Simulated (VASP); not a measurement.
Wanted: the native input for a VASP 6.6.1 run.

| Property | Result |
| --- | --- |
| Task | relaxation of cell and atoms |
| Functional | PBE |
| Potentials or basis | VASP PAW PBE potentials, release 64 (B, H, As) |
| Cutoff | 600 eV |
| k mesh | 6 × 6 × 4 |
| Occupations | gaussian, width 0.1 eV |
| Spin | no spin polarisation |
| Dipole correction | no |
| Further INCAR settings | ALGO = Normal; EDIFF = 1e-06; IBRION = 2; EDIFFG = -0.04; NSW = 90; ISIF = 3 |

The structure of B2AsH2 lies in POSCAR:

```
B2AsH2
1.0
    4.0227658200      0.0000000000      0.0000000000
   -2.0113829100      3.4838174000      0.0000000000
    0.0000000000      0.0000000000      4.0667673700
B H As
2 2 1
Direct
    0.3333333300      0.6666666700      0.7782377000
    0.6666666700      0.3333333300      0.2217623000
    0.0000000000      0.0000000000      0.8778865300
    0.0000000000      0.0000000000      0.1221134700
    0.0000000000      0.0000000000      0.5000000000
```

The cell was built from a structure type or drawn by symmetry, and may not be a known phase.

These files were run (other wordings do the same):

INCAR

```
SYSTEM = B2AsH2
ALGO = Normal
EDIFF = 1E-6
EDIFFG = -0.04
ENCUT = 600
GGA = PE
IBRION = 2
ISIF = 3
ISMEAR = 0
LASPH = .TRUE.
LCHARG = .FALSE.
LREAL = .FALSE.
LWAVE = .FALSE.
NELM = 60
NSW = 90
PREC = Accurate
SIGMA = 0.1
```

KPOINTS

```
k-points
0
G
  6 6 4
  0 0 0
```

Potentials or basis: VASP PAW PBE potentials, release 64 (B, H, As).

Command:

```sh
$ cat potpaw_PBE.64/B/POTCAR potpaw_PBE.64/H/POTCAR potpaw_PBE.64/As/POTCAR > POTCAR
$ mpirun -np 1 vasp_std > vasp.out
```

It gave:

| Item | Value |
| --- | --- |
| Relaxed volume | 14.03 Å³/atom |
| Relaxed cell | a = 3.413 Å, b = 3.413 Å, c = 6.954 Å, α = 90.00°, β = 90.00°, γ = 120.00° |
| Space group after relaxing (to 0.1 Å) | P-3m1 (No. 164) |
| Pressure after relaxing | 0.1 GPa |
| Largest force after relaxing | 0.031 eV/Å |
| Band gap on the k mesh | zero (an odd number of electrons rules out a gap without spin polarisation) |

Caveat: the k points lie up to 0.35 Å⁻¹ apart in the final cell, too coarse for converged energies and pressures of a metal; the volume moved by over 15 % at a fixed basis, so the end points are rough.

Run time: 7 min on 1 thread of Intel Xeon 8259CL, with other jobs on the host, peak memory 0.2 GiB.
